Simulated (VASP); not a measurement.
Wanted: the native input for a VASP 6.6.1 run.

* Task: relaxation of cell and atoms
* Functional: PBE
* Potentials or basis: VASP PAW PBE potentials, release 64 (Ga_d, Sb)
* Cutoff: 600 eV
* k mesh: 6 × 6 × 6
* Occupations: gaussian, width 0.1 eV
* Spin: no spin polarisation
* Dipole correction: no
* Further INCAR settings: ALGO = Normal; EDIFF = 1e-06; IBRION = 2; EDIFFG = -0.01; NSW = 100; ISIF = 3

The structure of GaSb5 lies in POSCAR:

```
GaSb5
1.0
    5.9407991382      0.0000000000      0.0000000000
   -2.9703995691      5.1448829724      0.0000000000
    0.0000000000      0.0000000000      6.0702959549
Ga Sb
1 5
Direct
    0.0000000000      0.0000000000      0.5000000000
    0.5000000000      0.0000000000      0.0000000000
    0.0000000000      0.5000000000      0.0000000000
    0.5000000000      0.5000000000      0.0000000000
    0.3333333333      0.6666666667      0.5000000000
    0.6666666667      0.3333333333      0.5000000000
```

One way to write it, as run:

INCAR

```
SYSTEM = GaSb5
PREC = Accurate
ENCUT = 600
EDIFF = 1E-6
ISMEAR = 0
SIGMA = 0.1
LREAL = .False.
LASPH = .True.
NELM = 80
ALGO = Normal
ISIF = 3
LWAVE = .False.
LCHARG = .False.
GGA = PE
IBRION = 2
NSW = 100
EDIFFG = -0.01
```

KPOINTS

```
regular mesh
0
Gamma
  6 6 6
  0 0 0
```

Potentials or basis: VASP PAW PBE potentials, release 64 (Ga_d, Sb).

Launch:

```bash
$ cat potpaw_PBE.64/Ga_d/POTCAR potpaw_PBE.64/Sb/POTCAR > POTCAR
$ mpirun -np 1 vasp_std > vasp.out
```

Results of the run:

The relaxed volume is 30.79 Å³/atom and the relaxed cell is a = 6.159 Å, b = 6.159 Å, c = 5.623 Å, α = 90.00°, β = 90.00°, γ = 120.00°. The space group after relaxing (to 0.05 Å) is P6/mmm (No. 191). The energy gained by relaxing is 54.0 meV/atom, the ionic steps are 6 and the pressure after relaxing is 0.0 GPa. The band gap on the k mesh is zero (band 19 reaches 6.60 eV, above the bottom of band 20 at 5.60 eV).

Caveat: spin-orbit coupling is left out, which moves the levels of the heavy elements.

Run time: 6 min on 1 thread of AMD EPYC 7R13 Processor (Zen 3), with other jobs on the host, peak memory 0.39 GiB.
